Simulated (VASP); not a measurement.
MoSe: single point with PBE-based screened hybrid with 10 % exact exchange

MoSe:

```xyz
2
Lattice="0.0000 2.8929 2.8929 2.8929 0.0000 2.8929 2.8929 2.8929 0.0000" Properties=species:S:1:pos:R:3 pbc="T T T"
Mo    0.0000    0.0000    0.0000
Se    2.8929    2.8929    2.8929
```

* Program: VASP 6.6.1
* Task: single point
* Functional: PBE-based screened hybrid with 10 % exact exchange
* Potentials or basis: VASP PAW PBE potentials, release 64 (Mo_sv, Se)
* Cutoff: 520 eV
* k mesh: 4 × 4 × 4
* Occupations: fermi-dirac, width 0.05 eV
* Spin: no spin polarisation

```yaml
Pressure: -22.2 GPa
Band_gap_on_the_k_mesh: zero (bands 10 and 11 overlap by 1.33 eV)
```

Levels at points of the mesh, in eV from the Fermi level:
| k point | band 8 | band 9 | band 10 | band 11 | band 12 | band 13 |
| --- | --- | --- | --- | --- | --- | --- |
| (0.00, 0.00, 0.00) | -2.26 | -1.32 | -1.32 | -1.32 | -0.92 | -0.92 |
| (0.50, 0.00, 0.00) | -4.41 | -0.17 | -0.17 | 0.24 | 2.62 | 3.07 |
| (0.50, 0.50, 0.00) | -3.41 | -2.33 | -0.38 | 0.25 | 0.25 | 0.75 |

Wall time 4.3 min on 1 thread of Intel(R) Xeon(R) 6975P-C (Granite Rapids), on a shared host, peak memory 0.27 GiB.

Caveat: the k points lie up to 0.47 Å⁻¹ apart, too coarse for converged energies and pressures of a metal; the PAW data sets were made with another functional, which shifts forces and pressure a little.
